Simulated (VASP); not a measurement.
# Ag2O (Pn-3m) in VASP: further runs

The runs below take Ag2O through single point, with PBE.

All numbers are computed with VASP 6.6.1; they aren't measurements. Logs are shortened: lines on timing, memory, paths and dates and some standing lists are left out, and cuts for length are marked.

## 1. The cell of the first run

It takes space group Pn-3m (No. 224, cubic). The conventional cell has a = 4.716 Å, b = 4.716 Å, c = 4.716 Å, α = 90.00°, β = 90.00°, γ = 90.00°. Ag (site symmetry -3m) has 2 O at 2.04 Å within 2.7 Å. O (site symmetry -43m) has 4 Ag at 2.04 Å within 2.7 Å.

## 2. Single point, PBE (equal strain along all axes, cell held: -2.0 %)

File INCAR:

```
PREC = Accurate ; ENCUT = 600
EDIFF = 1E-6 ; ISMEAR = 0
SIGMA = 0.1 ; LREAL = F
LASPH = T ; NELM = 120
ALGO = Normal ; ISIF = 2
LWAVE = F ; LCHARG = T
GGA = PE ; LELF = T
LVHAR = T ; NBANDS = 37
GGA_COMPAT = F
```

File KPOINTS:

```
Automatic mesh
0
Gamma
  8 8 8
```

File POSCAR:

```
Ag2O
1.0
    4.7158158588      0.0000000000      0.0000000000
    0.0000000000      4.7158158588      0.0000000000
    0.0000000000      0.0000000000      4.7158158588
Ag O
4 2
Direct
    0.7500000000      0.7500000000      0.7500000000
    0.7500000000      0.2500000000      0.2500000000
    0.2500000000      0.2500000000      0.7500000000
    0.2500000000      0.7500000000      0.2500000000
    0.0000000000      0.0000000000      0.0000000000
    0.5000000000      0.5000000000      0.5000000000
```

Potentials or basis: VASP PAW PBE potentials, release 64 (Ag, O).

Launch:

```sh
> cat potpaw_PBE.64/Ag/POTCAR potpaw_PBE.64/O/POTCAR > POTCAR
> mpirun -np 1 vasp_std > vasp.out
```

OUTCAR:

```text
PREC = Accurate
   ENCUT = 600
   EDIFF = 1E-6
   ISMEAR = 0
   LREAL = F
   LASPH = T
   NELM = 120
   ISIF = 2
   GGA = PE

 ion  position               nearest neighbor table
   1  0.750  0.750  0.750-   5 2.04   6 2.04   4 3.33   2 3.33   3 3.33   2 3.33   4 3.33   2 3.33
                             3 3.33   2 3.33   3 3.33   4 3.33   4 3.33   3 3.33
   2  0.750  0.250  0.250-   5 2.04   6 2.04   4 3.33   1 3.33   3 3.33   1 3.33   3 3.33   1 3.33
                             4 3.33   1 3.33   3 3.33   4 3.33   3 3.33   4 3.33
   3  0.250  0.250  0.750-   5 2.04   6 2.04   4 3.33   1 3.33   2 3.33   2 3.33   4 3.33   1 3.33
                             4 3.33   4 3.33   1 3.33   2 3.33   2 3.33   1 3.33
   4  0.250  0.750  0.250-   5 2.04   6 2.04   3 3.33   1 3.33   2 3.33   1 3.33   3 3.33   2 3.33
                             3 3.33   3 3.33   1 3.33   2 3.33   1 3.33   2 3.33
   5  0.000  0.000  0.000-   1 2.04   2 2.04   3 2.04   4 2.04
   6  0.500  0.500  0.500-   1 2.04   2 2.04   3 2.04   4 2.04

  LATTYP: Found a simple cubic cell.
 ALAT       =     4.7158158588

  Lattice vectors:

 A1 = (   4.7158158588,   0.0000000000,   0.0000000000)
 A2 = (   0.0000000000,   4.7158158588,   0.0000000000)
 A3 = (   0.0000000000,   0.0000000000,   4.7158158588)

Analysis of symmetry for initial positions (statically):
=====================================================================
 Subroutine PRICEL returns:
 Original cell was already a primitive cell.

 Routine SETGRP: Setting up the symmetry group for a
 simple cubic supercell.

 Subroutine GETGRP returns: Found 48 space group operations
 (whereof 24 operations were pure point group operations)
 out of a pool of 48 trial point group operations.

The static configuration has the point symmetry T_d .
 The point group associated with its full space group is O_h .

Analysis of symmetry for dynamics (positions and initial velocities):
=====================================================================
 Subroutine PRICEL returns:
 Original cell was already a primitive cell.

 Routine SETGRP: Setting up the symmetry group for a
 simple cubic supercell.

 Subroutine GETGRP returns: Found 48 space group operations
 (whereof 24 operations were pure point group operations)
 out of a pool of 48 trial point group operations.

The dynamic configuration has the point symmetry T_d .
 The point group associated with its full space group is O_h .

 Subroutine INISYM returns: Found 48 space group operations
 (whereof 24 operations are pure point group operations),
 and found     1 'primitive' translations

----------------------------------------------------------------------------------------

                                     Primitive cell

  volume of cell :     104.8746

  direct lattice vectors                    reciprocal lattice vectors
     4.715815859  0.000000000  0.000000000     0.212052385  0.000000000  0.000000000
     0.000000000  4.715815859  0.000000000     0.000000000  0.212052385  0.000000000
     0.000000000  0.000000000  4.715815859     0.000000000  0.000000000  0.212052385

  length of vectors
     4.715815859  4.715815859  4.715815859     0.212052385  0.212052385  0.212052385

  position of ions in fractional coordinates (direct lattice)
     0.750000000  0.750000000  0.750000000
     0.750000000  0.250000000  0.250000000
     0.250000000  0.250000000  0.750000000
     0.250000000  0.750000000  0.250000000
     0.000000000  0.000000000  0.000000000
     0.500000000  0.500000000  0.500000000

  ion indices of the primitive-cell ions
   primitive index   ion index
                 1           1
                 2           2
                 3           3
                 4           4
                 5           5
                 6           6

----------------------------------------------------------------------------------------

 KPOINTS: Automatic mesh

Automatic generation of k-mesh.
 Grid dimensions read from file:
 generate k-points for:    8    8    8

 Generating k-lattice:

  Cartesian coordinates                     Fractional coordinates (reciprocal lattice)
     0.026506548  0.000000000  0.000000000     0.125000000  0.000000000  0.000000000
     0.000000000  0.026506548  0.000000000     0.000000000  0.125000000  0.000000000
     0.000000000  0.000000000  0.026506548     0.000000000  0.000000000  0.125000000

  Length of vectors
     0.026506548  0.026506548  0.026506548

  Shift w.r.t. Gamma in fractional coordinates (k-lattice)
     0.000000000  0.000000000  0.000000000

 Subroutine IBZKPT returns following result:
 ===========================================

 Found     35 irreducible k-points:

 Following reciprocal coordinates:
            Coordinates               Weight
  0.000000  0.000000  0.000000      1.000000
  0.125000  0.000000  0.000000      6.000000
  0.250000  0.000000  0.000000      6.000000
  0.375000  0.000000  0.000000      6.000000
  0.500000  0.000000  0.000000      3.000000
  0.125000  0.125000  0.000000     12.000000
[... 16 lines left out ...]
  0.375000  0.375000  0.125000     24.000000
  0.500000  0.375000  0.125000     24.000000
 [... further k-points ...]
   k-points           NKPTS =     35   k-points in BZ     NKDIM =     35   number of bands    NBANDS=     37
   number of dos      NEDOS =    301   number of ions     NIONS =      6
   total plane-waves  NPLWV =  64000
   dimension x,y,z NGX =    40 NGY =   40 NGZ =   40
   dimension x,y,z NGXF=    80 NGYF=   80 NGZF=   80
   ions per type =               4   2
   NGX,Y,Z   is equivalent  to a cutoff of  14.10, 14.10, 14.10 a.u.
   NGXF,Y,Z  is equivalent  to a cutoff of  28.20, 28.20, 28.20 a.u.
 SYSTEM =  unknown system
   PREC   = accura    normal or accurate (medium, high low for compatibility)
   ISTART =      0    job   : 0-new  1-cont  2-samecut
   ICHARG =      2    charge: 1-file 2-atom 10-const
   ISPIN  =      1    spin polarized calculation?
   LNONCOLLINEAR =      F non collinear calculations
   LSORBIT =      F    spin-orbit coupling
   LASPH  =      T    aspherical Exc in radial PAW
   ENCUT  =  600.0 eV  44.10 Ry    6.64 a.u.   9.42  9.42  9.42*2*pi/ulx,y,z
   NELM   =    120;   NELMIN=  2; NELMDL= -5     # of ELM steps
   EDIFF  = 0.1E-05   stopping-criterion for ELM
   LREAL  =      F    real-space projection
   EDIFFG = 0.1E-04   stopping-criterion for IOM
   NSW    =      0    number of steps for IOM
   IBRION =     -1    ionic relax: 0-MD 1-quasi-New 2-CG
   NFREE  =      0    steps in history (QN), initial steepest desc. (CG)
   ISIF   =      2    stress and relaxation
   ISYM   =      2    0-nonsym 1-usesym 2-fastsym
   POTIM  = 0.5000    time-step for ionic-motion
   TEBEG  =    0.0;   TEEND  =   0.0 temperature during run
   PSTRESS=    0.0 pullay stress
   NELECT =      56.0000    total number of electrons
   NUPDOWN=      -1.0000    fix difference up-down
   EMIN   =  10.00;   EMAX   =-10.00  energy-range for DOS
   EFERMI =   0.00;   METHOD = LEGACY
   ISMEAR =     0;   SIGMA  =   0.10  broadening in eV -4-tet -1-fermi 0-gaus
   EFERMI_NEDOS =   21; number of points for ismear=-14 and -15
   IALGO  =     38    algorithm
   IMIX   =      4    mixing-type and parameters
     AMIX     =   0.40;   BMIX     =  1.00
     AMIX_MAG =   1.60;   BMIX_MAG =  1.00
  volume/ion in A,a.u.               =      17.48       117.95
  Fermi-wavevector in a.u.,A,eV,Ry     =   1.328151  2.509841 24.000461  1.763984
  Thomas-Fermi vector in A             =   2.457410
   LORBIT       =      0    0 simple, 1 ext, 2 COOP (PROOUT), +10 PAW based schemes
   GGA     = PE    functional components
   LHFCALC =     F    Hartree Fock is set to
   AEXX    =    0.0000 exact exchange contribution
   IVDW    =     0    specifies the selected vdW correction
   LEPSILON=     F    determine dielectric tensor
   LRPA    =     F    only Hartree local field effects (RPA)
 non-spin polarized calculation
 Gauss-broadening in eV      SIGMA  =   0.10
  energy-cutoff  :      600.00
  volume of cell :      104.87
 maximum number of plane-waves:      3532
 NGX is ok and might be reduce to    40
   NGX = 19   NGY = 19   NGZ = 19

 number of electron      56.0000027 magnetization

 Free energy of the ion-electron system (eV)
  ---------------------------------------------------
  ext. energy  EPLUGINS =         0.00000000
  ---------------------------------------------------
  free energy    TOTEN  =       -21.36725236 eV

  energy without entropy =      -21.36661049  energy(sigma->0) =      -21.36693142

 E-fermi :   4.8089     XC(G=0): -10.5484

 val. band max:        4.7661678384   @ k =   0.0000   0.0000   0.0000
 cond. band min:       4.9549878493   @ k =   0.1250   0.0000   0.0000
 fundamental gap:      0.1888200109
 Fermi energy:         4.8089043562

 k-point     1 :       0.0000    0.0000    0.0000
  band No.  band energies     occupation
      1     -14.2091      2.00000
      2     -13.5131      2.00000
      3      -2.1883      2.00000
      4      -2.1883      2.00000
      5      -2.1883      2.00000
      6       0.0547      2.00000
[... 29 lines left out ...]
     36      13.4463      0.00000
     37      13.4463      0.00000

 k-point     2 :       0.1250    0.0000    0.0000
  band No.  band energies     occupation
      1     -14.1841      2.00000
      2     -13.5413      2.00000
      3      -2.1353      2.00000
      4      -2.1353      2.00000
      5      -2.1139      2.00000
      6       0.1234      2.00000
[... 29 lines left out ...]
     36      13.2425      0.00000
     37      13.2425      0.00000

 k-point     3 :       0.2500    0.0000    0.0000
  band No.  band energies     occupation
      1     -14.1122      2.00000
      2     -13.6206      2.00000
      3      -1.9851      2.00000
      4      -1.9851      2.00000
      5      -1.8960      2.00000
      6      -0.1090      2.00000
[... 29 lines left out ...]
     36      12.8362      0.00000
     37      12.8362      0.00000
[... 761 lines left out ...]
 k-point    23 :       0.3750    0.3750    0.1250
  band No.  band energies     occupation
      1     -13.9741      2.00000
      2     -13.7553      2.00000
      3      -1.9086      2.00000
      4      -1.8014      2.00000
      5      -1.3677      2.00000
      6      -0.7788      2.00000
[... 29 lines left out ...]
     36      13.9158      0.00000
     37      14.0903      0.00000

 k-point    24 :       0.5000    0.3750    0.1250
  band No.  band energies     occupation
      1     -13.9708      2.00000
      2     -13.7570      2.00000
      3      -1.8563      2.00000
      4      -1.8503      2.00000
      5      -1.4267      2.00000
      6      -0.6999      2.00000
[... 29 lines left out ...]
     36      13.4943      0.00000
     37      14.1587      0.00000

 [... further k-points ...]

------------------------ aborting loop because EDIFF is reached ----------------------------------------

  FORCE on cell =-STRESS in cart. coord.  units (eV):
  Direction    XX          YY          ZZ          XY          YZ          ZX
  --------------------------------------------------------------------------------------
  -------------------------------------------------------------------------------------
  Total        3.1427769      3.1427769      3.1427769     -0.0000000     -0.0000000      0.0000000
  in kB       48.0124226     48.0124226     48.0124226     -0.0000000     -0.0000000      0.0000000
  external PRESSURE =      48.0124226 kB  Pullay stress =       0.0000000 kB

 VOLUME and BASIS-vectors are now :
 -----------------------------------------------------------------------------
  energy-cutoff  :      600.00
  volume of cell :      104.87
      direct lattice vectors                 reciprocal lattice vectors
     4.715815859  0.000000000  0.000000000     0.212052385  0.000000000  0.000000000
     0.000000000  4.715815859  0.000000000     0.000000000  0.212052385  0.000000000
     0.000000000  0.000000000  4.715815859     0.000000000  0.000000000  0.212052385

 POSITION                                       TOTAL-FORCE (eV/Angst)
 -----------------------------------------------------------------------------------
      3.53686      3.53686      3.53686        -0.000000     -0.000000      0.000000
      3.53686      1.17895      1.17895         0.000000      0.000000     -0.000000
      1.17895      1.17895      3.53686         0.000000      0.000000      0.000000
      1.17895      3.53686      1.17895        -0.000000     -0.000000     -0.000000
      0.00000      0.00000      0.00000        -0.000000     -0.000000      0.000000
      2.35791      2.35791      2.35791        -0.000000      0.000000      0.000000
 -----------------------------------------------------------------------------------
    total drift:                                0.000000      0.000000      0.000000

  FREE ENERGIE OF THE ION-ELECTRON SYSTEM (eV)
  ---------------------------------------------------
  free  energy   TOTEN  =       -21.3672523582 eV

  energy  without entropy=      -21.3666104854  energy(sigma->0) =      -21.36693142
```

It took 79 s on 1 thread of Intel Xeon 6975P-C (Granite Rapids), shared host; peak memory 0.31 GiB.

Results:

* Free energy: -21.3673 eV
* Pressure: 4.8 GPa

Levels at points of the mesh, in eV from the Fermi level:
```csv
k point,band 25,band 26,band 27,band 28,band 29,band 30,band 31,band 32
"(0.00, 0.00, 0.00)",-2.74,-0.08,-0.08,-0.08,-0.04,1.93,1.93,7.23
"(0.50, 0.00, 0.00)",-1.71,-1.71,-0.56,-0.56,2.01,2.01,4.66,4.66
"(0.50, 0.50, 0.00)",-1.73,-1.73,-0.91,-0.91,2.02,2.02,3.67,3.67
"(0.50, 0.50, 0.50)",-1.84,-0.78,-0.78,-0.78,2.48,2.48,2.48,4.81
```

Caveat: the cell differs from its parent crystal (equal strain along all axes, cell held: -2.0 %); the cell stands under pressure.

## 3. Single point, PBE

This run uses another cell than the first one, of 18.57 Å³/atom.

File INCAR:

```
  PREC = Accurate
  ENCUT = 600
  EDIFF = 1E-6
  ISMEAR = 0
  SIGMA = 0.1
  LREAL = False
  LASPH = True
  NELM = 120
  ALGO = Normal
  ISIF = 2
  LWAVE = False
  LCHARG = False
  GGA = PE
  NBANDS = 37
  GGA_COMPAT = False
```

KPOINTS is that of step 2.

POSCAR: that of step 2 with these lines changed.

```diff
@@ -2,5 +2,5 @@
 1.0
-    4.7158158588      0.0000000000      0.0000000000
-    0.0000000000      4.7158158588      0.0000000000
-    0.0000000000      0.0000000000      4.7158158588
+    4.8120569988      0.0000000000      0.0000000000
+    0.0000000000      4.8120569988      0.0000000000
+    0.0000000000      0.0000000000      4.8120569988
 Ag O
```

Potentials or basis: VASP PAW PBE potentials, release 64 (Ag, O).

Launch:

```sh
> cat potpaw_PBE.64/Ag/POTCAR potpaw_PBE.64/O/POTCAR > POTCAR
> mpirun -np 1 vasp_std > vasp.out
```

Wall time 71 s (1 thread of Intel Xeon 6975P-C (Granite Rapids), shared host); peak memory 0.31 GiB.

It converged, with:

```yaml
Free_energy: -21.4633 eV
Pressure: -0.1 GPa
Band_gap_on_the_k_mesh: zero (filled and empty bands touch)
```

Levels at points of the mesh, in eV from the Fermi level:
```tsv
k point	band 24	band 25	band 26	band 27	band 28	band 29	band 30	band 31	band 32	band 33
(0.00, 0.00, 0.00)	-2.57	-2.57	-0.11	-0.06	-0.06	-0.06	2.18	2.18	6.96	6.96
(0.50, 0.00, 0.00)	-2.48	-1.54	-1.54	-0.49	-0.49	1.96	1.96	4.73	4.73	6.66
(0.50, 0.50, 0.00)	-1.90	-1.56	-1.56	-0.82	-0.82	2.07	2.07	3.63	3.63	6.63
(0.50, 0.50, 0.50)	-2.65	-1.78	-0.70	-0.70	-0.70	2.68	2.68	2.68	4.66	4.66
```
